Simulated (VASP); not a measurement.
Crystal: TlBTe2.

```
Tl B Te
1.0
     3.97415    0.00000    0.00000
    -1.98708    3.44172    0.00000
     0.00000    0.00000    8.88578
Tl B Te
1 1 2
Cartesian
  0.0000 2.2945 4.4429
  0.0000 0.0000 4.4429
  0.0000 2.2945 7.2294
  0.0000 2.2945 1.6564
```

The cell was built from a structure type or drawn by symmetry, and may not be a known phase.

* Program: VASP 6.6.1
* Task: relaxation of cell and atoms
* Functional: PBE
* Potentials or basis: VASP PAW PBE potentials, release 64 (Tl_d, B, Te)
* Cutoff: 500 eV
* k mesh: 6 × 6 × 2
* Occupations: gaussian, width 0.1 eV
* Spin: no spin polarisation

At the start: pressure 0.5 GPa; volume 30.38 Å³/atom.

Problem. How do energy, volume and symmetry change on relaxing?

Solution. Over 15 steps the energy falls by 160.9 meV/atom and the volume is 31.07 Å³/atom (+2.2 %); space group P-6m2 (No. 187, to 0.1 Å) before and after.

The path:
```csv
step,energy change (eV),largest force (eV/Å),pressure (GPa),volume (Å³)
1,0.0000,1.5953,0.47,121.54
2,-0.2884,0.6988,-1.64,122.92
3,-0.2967,0.5804,-1.81,123.14
4,-0.3947,0.5502,-0.22,117.19
5,-0.4191,0.4279,1.49,112.54
6,-0.4861,0.2503,1.80,112.77
7,-0.4955,0.1933,2.18,112.85
8,-0.5185,0.2120,3.38,112.97
9,-0.5744,0.2698,2.60,116.48
10,-0.5776,0.4655,2.46,117.39
11,-0.6318,0.0181,0.78,121.04
12,-0.6387,0.2621,-0.08,123.24
13,-0.6387,0.2400,0.01,123.03
14,-0.6407,0.1887,-0.02,123.34
15,-0.6438,0.0242,-0.06,124.27
```

Final structure:
```yaml
crystal:
  lattice:
    - [3.97305, 0.00000, 0.00000]
    - [-1.98653, 3.44076, 0.00000]
    - [0.00000, 0.00000, 9.09032]
  atoms:
    - { symbol: Tl, position: [0.33333, 0.66667, 0.50000] }
    - { symbol: B, position: [0.00000, 0.00000, 0.50000] }
    - { symbol: Te, position: [0.33333, 0.66667, 0.85525] }
    - { symbol: Te, position: [0.33333, 0.66667, 0.14475] }
```
